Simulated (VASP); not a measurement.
# Mo: relaxation of cell and atoms with PBE

Crystal: Mo.

```xyz
1
Lattice="-1.5734 1.5734 1.5734 1.5734 -1.5734 1.5734 1.5734 1.5734 -1.5734" Properties=species:S:1:pos:R:3 pbc="T T T"
Mo    0.0000    0.0000    0.0000
```

```
Program                : VASP 6.6.1
Task                   : relaxation of cell and atoms
Functional             : PBE
Potentials or basis    : VASP PAW PBE potentials, release 64 (Mo_sv)
Cutoff                 : 600 eV
k mesh                 : 18 × 18 × 18
Occupations            : methfessel-paxton, width 0.2 eV
Spin                   : no spin polarisation
Target pressure        : 45 GPa
Dipole correction      : no
Further INCAR settings : ALGO = Normal; EDIFF = 1e-07; IBRION = 2; EDIFFG = -0.002; NSW = 100; ISIF = 3
```

| Property | Result |
| --- | --- |
| Relaxed volume | 13.88 Å³/atom |
| Relaxed cell | a = 2.622 Å, b = 2.622 Å, c = 2.622 Å, α = 109.47°, β = 109.47°, γ = 109.47° |
| Space group after relaxing (to 0.1 Å) | Im-3m (No. 229) |
| Energy change on relaxing (the run minimises the enthalpy) | +239.2 meV/atom |
| Ionic steps | 15 |
| Pressure after relaxing | 45.0 GPa |
| Band gap on the k mesh | zero (bands 7 and 8 overlap by 6.32 eV) |

The path:
| step | energy change (eV) | largest force (eV/Å) | pressure (GPa) | volume (Å³) |
| --- | --- | --- | --- | --- |
| 1 | 0.0000 | 0.0000 | 3.90 | 15.58 |
| 2 | 8.6889 | 0.0000 | 622.87 | 8.19 |
| 3 | 0.1433 | 0.0000 | 33.31 | 14.27 |
| 4 | 0.1994 | 0.0000 | 40.39 | 14.02 |
| 5 | 0.2397 | 0.0000 | 45.07 | 13.87 |
| 6 | 0.2306 | 0.0000 | 44.03 | 13.91 |
| 7 | 0.2314 | 0.0000 | 44.12 | 13.90 |
| 8 | 0.2339 | 0.0000 | 44.40 | 13.89 |
| 9 | 0.2340 | 0.0000 | 44.40 | 13.89 |
| 10 | 0.2341 | 0.0000 | 44.42 | 13.89 |
| 11 | 0.2344 | 0.0000 | 44.45 | 13.89 |
| 12 | 0.2349 | 0.0000 | 44.52 | 13.89 |
| 13 | 0.2361 | 0.0000 | 44.65 | 13.89 |
| 14 | 0.2383 | 0.0000 | 44.90 | 13.88 |
| 15 | 0.2392 | 0.0000 | 45.00 | 13.88 |

Final structure:
```
Mo
1.0
    -1.51378    1.51378    1.51378
     1.51378   -1.51378    1.51378
     1.51378    1.51378   -1.51378
Mo
1
Cartesian
  0.0000 0.0000 0.0000
```

Levels at points of the mesh, in eV from the Fermi level:
```
           k point  band 5  band 6  band 7  band 8  band 9  band 10
(0.00, 0.00, 0.00)   -7.63   -1.67   -1.67   -1.67    1.82     1.82
(0.50, 0.00, 0.00)   -6.14   -4.07    1.93    2.12    2.67     5.58
(0.50, 0.50, 0.50)   -6.49   -6.49    4.65    4.65    4.65    10.01
```

It took 2.8 min on 1 thread of AMD EPYC 9R45 96-Core Processor (Zen 5) (shared host), peak memory 0.16 GiB.

Caveat: the cell is relaxed towards a set pressure, so the run minimises the enthalpy, not the energy.
